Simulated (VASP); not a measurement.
Set up this calculation in VASP 6.6.1, as the native input.

- Task: single point
- Functional: LDA
- Potentials or basis: VASP PAW LDA potentials, release 64 (Hg, Te)
- Cutoff: 520 eV
- k mesh: 6 × 6 × 6
- Occupations: fermi-dirac, width 0.02 eV
- Spin: no spin polarisation
- Dipole correction: no
- Further INCAR settings: ALGO = Normal; EDIFF = 1e-07; NBANDS = 16

The structure of HgTe lies in POSCAR:

```
HgTe
1.0
    0.0000000000      3.2196385918      3.2196385918
    3.2196385918      0.0000000000      3.2196385918
    3.2196385918      3.2196385918      0.0000000000
Hg Te
1 1
Direct
    0.0000000000      0.0000000000      0.0000000000
    0.2500000000      0.2500000000      0.2500000000
```

The input as run:

INCAR

```
SYSTEM = HgTe
PREC = Accurate
ENCUT = 520
EDIFF = 1E-7
ISMEAR = -1
SIGMA = 0.02
LREAL = .False.
LASPH = .True.
NELM = 80
ALGO = Normal
ISIF = 2
LWAVE = .False.
LCHARG = .False.
NBANDS = 16
```

KPOINTS

```
regular mesh
0
Gamma
  6 6 6
  0 0 0
```

Potentials or basis: VASP PAW LDA potentials, release 64 (Hg, Te).

The run is started by

```sh
$ cat potpaw_LDA.64/Hg/POTCAR potpaw_LDA.64/Te/POTCAR > POTCAR
$ mpirun -np 1 vasp_std > vasp.out
```

Results of the run:

```
Pressure               : 0.2 GPa
Band gap on the k mesh : zero (filled and empty bands touch)
```

Caveat: spin-orbit coupling is left out, which moves the levels of the heavy elements.

Wall time 8 s on 1 thread of Intel(R) Xeon(R) 6975P-C (Granite Rapids) (shared host), peak memory 0.17 GiB.
